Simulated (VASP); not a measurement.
# Li in VASP: single point with PBE

Aim: the single point of Li with PBE.

Everything below comes from runs of VASP 6.6.1. Logs are shortened: lines on timing, memory, paths and dates and some standing lists are left out, and cuts for length are marked.

**1. The cell of the first run**

The cell holds a slab with vacuum, 16 atoms: a = 6.865 Å, b = 6.865 Å, c = 21.149 Å, α = 90.00°, β = 90.00°, γ = 90.00°.

**2. Single point, PBE**

The input, INCAR:

```
PREC     = Accurate       # precision mode
ENCUT    = 650            # plane-wave cutoff, eV
EDIFF    = 1E-6           # SCF threshold, eV
ISMEAR   = 0              # smearing method
SIGMA    = 0.1            # smearing width, eV
LREAL    = F              # projectors in reciprocal space
LASPH    = T              # aspherical terms in the spheres
NELM     = 120            # most SCF steps
ALGO     = Normal         # electronic algorithm
ISIF     = 2              # what is computed and relaxed
LWAVE    = F              # write WAVECAR
LCHARG   = F              # write CHGCAR
LDIPOL   = T            
IDIPOL   = 3            
DIPOL    = 0.5 0.5 0.504
GGA      = PE             # functional
NBANDS   = 38             # bands
GGA_COMPAT= F            
NELMDL   = -8
```

The input, KPOINTS:

```
regular mesh
0
Gamma
  3 3 1
```

The input, POSCAR:

```
Li
1.0
    6.8648951451      0.0000000000      0.0000000000
    0.0000000000      6.8648951451      0.0000000000
    0.0000000000      0.0000000000     21.1486713588
Li
16
Direct
    0.2500000000      0.7500000000      0.3782743542
    0.2500000000      0.2500000000      0.3782743542
    0.7500000000      0.7500000000      0.3782743542
    0.7500000000      0.2500000000      0.3782743542
    0.5000000000      0.5000000000      0.4594247847
    0.5000000000      0.0000000000      0.4594247847
    0.0000000000      0.5000000000      0.4594247847
    0.0000000000      0.0000000000      0.4594247847
    0.7500000000      0.2500000000      0.5440134299
    0.7500000000      0.7500000000      0.5440134299
    0.2500000000      0.2500000000      0.5440134299
    0.2500000000      0.7500000000      0.5440134299
    0.0000000000      0.0000000000      0.6331234280
    0.0000000000      0.5000000000      0.6331234280
    0.5000000000      0.0000000000      0.6331234280
    0.5000000000      0.5000000000      0.6331234280
```

Potentials or basis: VASP PAW PBE potentials, release 64 (Li_sv).

Run with:

```sh
cat potpaw_PBE.64/Li_sv/POTCAR > POTCAR
mpirun -np 1 vasp_std > vasp.out
```

OUTCAR:

```text
PREC = Accurate
   ENCUT = 650
   EDIFF = 1E-6
   ISMEAR = 0
   LREAL = F
   LASPH = T
   NELM = 120
   ISIF = 2
   GGA = PE
   NELMDL = -8

 ion  position               nearest neighbor table
   1  0.250  0.750  0.378-
   2  0.250  0.250  0.378-
   3  0.750  0.750  0.378-
   4  0.750  0.250  0.378-
   5  0.500  0.500  0.459-
   6  0.500  0.000  0.459-
[... 8 lines left out ...]
  15  0.500  0.000  0.633-
  16  0.500  0.500  0.633-

  LATTYP: Found a simple tetragonal cell.
 ALAT       =     6.8648951451
 C/A-ratio  =     3.0806983809

  Lattice vectors:

 A1 = (   6.8648951451,   0.0000000000,   0.0000000000)
 A2 = (   0.0000000000,   6.8648951451,   0.0000000000)
 A3 = (   0.0000000000,   0.0000000000,  21.1486713588)

Analysis of symmetry for initial positions (statically):
=====================================================================
 Subroutine PRICEL returns following result:

  LATTYP: Found a simple tetragonal cell.
 ALAT       =     3.4324475725
 C/A-ratio  =     6.1613967619

  Lattice vectors:

 A1 = (   3.4324475725,   0.0000000000,   0.0000000000)
 A2 = (   0.0000000000,   3.4324475725,   0.0000000000)
 A3 = (   0.0000000000,   0.0000000000,  21.1486713588)

   4 primitive cells build up your supercell.

 Routine SETGRP: Setting up the symmetry group for a
 simple tetragonal supercell.

 Subroutine GETGRP returns: Found  8 space group operations
 (whereof  8 operations were pure point group operations)
 out of a pool of 16 trial point group operations.

The static configuration has the point symmetry C_4v.

Analysis of symmetry for dynamics (positions and initial velocities):
=====================================================================
 Subroutine PRICEL returns following result:

  LATTYP: Found a simple tetragonal cell.
 ALAT       =     3.4324475725
 C/A-ratio  =     6.1613967619

  Lattice vectors:

 A1 = (   3.4324475725,   0.0000000000,   0.0000000000)
 A2 = (   0.0000000000,   3.4324475725,   0.0000000000)
 A3 = (   0.0000000000,   0.0000000000,  21.1486713588)

   4 primitive cells build up your supercell.

 Routine SETGRP: Setting up the symmetry group for a
 simple tetragonal supercell.

 Subroutine GETGRP returns: Found  8 space group operations
 (whereof  8 operations were pure point group operations)
 out of a pool of 16 trial point group operations.

The dynamic configuration has the point symmetry C_4v.

 Subroutine INISYM returns: Found  8 space group operations
 (whereof  8 operations are pure point group operations),
 and found     4 'primitive' translations

----------------------------------------------------------------------------------------

                                     Primitive cell

  volume of cell :     249.1672

  direct lattice vectors                    reciprocal lattice vectors
     3.432447573  0.000000000  0.000000000     0.291337298  0.000000000  0.000000000
     0.000000000  3.432447573  0.000000000     0.000000000  0.291337298  0.000000000
     0.000000000  0.000000000 21.148671359     0.000000000  0.000000000  0.047284294

  length of vectors
     3.432447573  3.432447573 21.148671359     0.291337298  0.291337298  0.047284294

  position of ions in fractional coordinates (direct lattice)
     0.500000000  0.500000000  0.378274354
     0.000000000  0.000000000  0.459424785
     0.500000000  0.500000000  0.544013430
     0.000000000  0.000000000  0.633123428

  ion indices of the primitive-cell ions
   primitive index   ion index
                 1           1
                 2           5
                 3          12
                 4          13

----------------------------------------------------------------------------------------

 KPOINTS: regular mesh

Automatic generation of k-mesh.
 Grid dimensions read from file:
 generate k-points for:    3    3    1

 Generating k-lattice:

  Cartesian coordinates                     Fractional coordinates (reciprocal lattice)
     0.048556216  0.000000000  0.000000000     0.333333333  0.000000000  0.000000000
     0.000000000  0.048556216  0.000000000     0.000000000  0.333333333  0.000000000
     0.000000000  0.000000000  0.047284294     0.000000000  0.000000000  1.000000000

  Length of vectors
     0.048556216  0.048556216  0.047284294

  Shift w.r.t. Gamma in fractional coordinates (k-lattice)
     0.000000000  0.000000000  0.000000000

 Subroutine IBZKPT returns following result:
 ===========================================

 Found      3 irreducible k-points:

 Following reciprocal coordinates:
            Coordinates               Weight
  0.000000  0.000000  0.000000      1.000000
  0.333333  0.000000  0.000000      4.000000
  0.333333  0.333333  0.000000      4.000000
   k-points           NKPTS =      3   k-points in BZ     NKDIM =      3   number of bands    NBANDS=     38
   number of dos      NEDOS =    301   number of ions     NIONS =     16
   total plane-waves  NPLWV = 648000
   dimension x,y,z NGX =    60 NGY =   60 NGZ =  180
   dimension x,y,z NGXF=   120 NGYF=  120 NGZF=  360
   ions per type =              16
   NGX,Y,Z   is equivalent  to a cutoff of  14.53, 14.53, 14.15 a.u.
   NGXF,Y,Z  is equivalent  to a cutoff of  29.06, 29.06, 28.30 a.u.
 SYSTEM =  unknown system
   PREC   = accura    normal or accurate (medium, high low for compatibility)
   ISTART =      0    job   : 0-new  1-cont  2-samecut
   ICHARG =      2    charge: 1-file 2-atom 10-const
   ISPIN  =      1    spin polarized calculation?
   LNONCOLLINEAR =      F non collinear calculations
   LSORBIT =      F    spin-orbit coupling
   LASPH  =      T    aspherical Exc in radial PAW
   ENCUT  =  650.0 eV  47.77 Ry    6.91 a.u.  14.27 14.27 43.96*2*pi/ulx,y,z
   NELM   =    120;   NELMIN=  2; NELMDL= -8     # of ELM steps
   EDIFF  = 0.1E-05   stopping-criterion for ELM
   LREAL  =      F    real-space projection
[... 7 lines left out ...]
   TEBEG  =    0.0;   TEEND  =   0.0 temperature during run
   PSTRESS=    0.0 pullay stress
   NELECT =      48.0000    total number of electrons
   NUPDOWN=      -1.0000    fix difference up-down
   EMIN   =  10.00;   EMAX   =-10.00  energy-range for DOS
   EFERMI =   0.00;   METHOD = LEGACY
   ISMEAR =     0;   SIGMA  =   0.10  broadening in eV -4-tet -1-fermi 0-gaus
   EFERMI_NEDOS =   21; number of points for ismear=-14 and -15
   IALGO  =     38    algorithm
   IMIX   =      4    mixing-type and parameters
     AMIX     =   0.40;   BMIX     =  1.00
     AMIX_MAG =   1.60;   BMIX_MAG =  1.00
  volume/ion in A,a.u.               =      62.29       420.37
  Fermi-wavevector in a.u.,A,eV,Ry     =   0.595623  1.125565  4.826898  0.354767
  Thomas-Fermi vector in A             =   1.645658
   LORBIT       =      0    0 simple, 1 ext, 2 COOP (PROOUT), +10 PAW based schemes
   GGA     = PE    functional components
   LHFCALC =     F    Hartree Fock is set to
   AEXX    =    0.0000 exact exchange contribution
   IVDW    =     0    specifies the selected vdW correction
   LEPSILON=     F    determine dielectric tensor
   LRPA    =     F    only Hartree local field effects (RPA)
 non-spin polarized calculation
 Gauss-broadening in eV      SIGMA  =   0.10
  energy-cutoff  :      650.00
  volume of cell :      996.67
 maximum number of plane-waves:     37520
 NGX is ok and might be reduce to    60
   NGX = 29   NGY = 29   NGZ = 87

 dipolmoment           0.000000      0.000000      0.162721 electrons x Angstroem

 number of electron      48.0000071 magnetization

 dipolmoment           0.000000      0.000000     -0.008339 electrons x Angstroem

 Free energy of the ion-electron system (eV)
  ---------------------------------------------------
  ext. energy  EPLUGINS =         0.00000000
  ---------------------------------------------------
  free energy    TOTEN  =       -27.74029931 eV

  energy without entropy =      -27.68617382  energy(sigma->0) =      -27.71323657

 E-fermi :  -1.7536     XC(G=0):  -3.2202

 val. band max:       -1.8083162772   @ k =   0.3333   0.3333   0.0000
 cond. band min:      -1.7419368404   @ k =   0.0000   0.0000   0.0000
 fundamental gap:      0.0663794368
 Fermi energy:        -1.7536206483

 k-point     1 :       0.0000    0.0000    0.0000
  band No.  band energies     occupation
      1     -49.1347      2.00000
      2     -49.1333      2.00000
      3     -49.1333      2.00000
      4     -49.1319      2.00000
      5     -49.0470      2.00000
      6     -49.0455      2.00000
[... 28 lines left out ...]
     35       0.6172      0.00000
     36       0.6824      0.00000

 k-point     2 :       0.3333    0.0000    0.0000
  band No.  band energies     occupation
      1     -49.1344      2.00000
      2     -49.1337      2.00000
      3     -49.1330      2.00000
      4     -49.1323      2.00000
      5     -49.0466      2.00000
      6     -49.0459      2.00000
[... 28 lines left out ...]
     35       0.7837      0.00000
     36       0.8349      0.00000

 k-point     3 :       0.3333    0.3333    0.0000
  band No.  band energies     occupation
      1     -49.1341      2.00000
      2     -49.1333      2.00000
      3     -49.1333      2.00000
      4     -49.1326      2.00000
      5     -49.0462      2.00000
      6     -49.0455      2.00000
[... 28 lines left out ...]
     35       0.9492      0.00000
     36       0.9930      0.00000
 [bands above 36 left out]

------------------------ aborting loop because EDIFF is reached ----------------------------------------

 vacuum level on the upper side and lower side of the slab       (xc-potential included)        -0.166        -0.118

  FORCE on cell =-STRESS in cart. coord.  units (eV):
  Direction    XX          YY          ZZ          XY          YZ          ZX
  --------------------------------------------------------------------------------------
  -------------------------------------------------------------------------------------
  Total       -4.2640566     -4.2640566      0.2467318      0.0000000      0.0000000      0.0000000
  in kB       -6.8546083     -6.8546083      0.3966293      0.0000000      0.0000000      0.0000000
  external PRESSURE =      -4.4375291 kB  Pullay stress =       0.0000000 kB

 VOLUME and BASIS-vectors are now :
 -----------------------------------------------------------------------------
  energy-cutoff  :      650.00
  volume of cell :      996.67
      direct lattice vectors                 reciprocal lattice vectors
     6.864895145  0.000000000  0.000000000     0.145668649  0.000000000  0.000000000
     0.000000000  6.864895145  0.000000000     0.000000000  0.145668649  0.000000000
     0.000000000  0.000000000 21.148671359     0.000000000  0.000000000  0.047284294

 POSITION                                       TOTAL-FORCE (eV/Angst)
 -----------------------------------------------------------------------------------
      1.71622      5.14867      8.00000         0.000000     -0.000000     -0.104888
      1.71622      1.71622      8.00000         0.000000     -0.000000     -0.104888
      5.14867      5.14867      8.00000        -0.000000     -0.000000     -0.104888
      5.14867      1.71622      8.00000        -0.000000      0.000000     -0.104888
      3.43245      3.43245      9.71622         0.000000      0.000000      0.104848
      3.43245      0.00000      9.71622         0.000000     -0.000000      0.104848
[... 8 lines left out ...]
      3.43245      0.00000     13.38972         0.000000      0.000000     -0.005473
      3.43245      3.43245     13.38972        -0.000000     -0.000000     -0.005473
 -----------------------------------------------------------------------------------
    total drift:                                0.000000      0.000000     -0.000766

  FREE ENERGIE OF THE ION-ELECTRON SYSTEM (eV)
  ---------------------------------------------------
  free  energy   TOTEN  =       -27.7402993134 eV

  energy  without entropy=      -27.6861738235  energy(sigma->0) =      -27.71323657

 vacuum level on the upper side and lower side of the slab         1.240         1.286
```

Wall time 9.2 min (1 thread of Intel Xeon 6975P-C, shared host); peak memory 1 GiB.

What came out:

```yaml
Free_energy: -27.7403 eV
Largest_force: 0.105 eV/Å
Band_gap_on_the_k_mesh: zero (band 24 reaches -1.63 eV, above the bottom of band 25 at -1.81 eV)
```

Forces on the atoms (eV/Å):
```
Li   0.000  0.000 -0.105
Li   0.000  0.000 -0.105
Li   0.000  0.000 -0.105
Li   0.000  0.000 -0.105
Li   0.000  0.000  0.105
Li   0.000  0.000  0.105
Li   0.000  0.000  0.105
Li   0.000  0.000  0.105
Li   0.000  0.000  0.006
Li   0.000  0.000  0.006
Li   0.000  0.000  0.006
Li   0.000  0.000  0.006
Li   0.000  0.000 -0.005
Li   0.000  0.000 -0.005
Li   0.000  0.000 -0.005
Li   0.000  0.000 -0.005
```
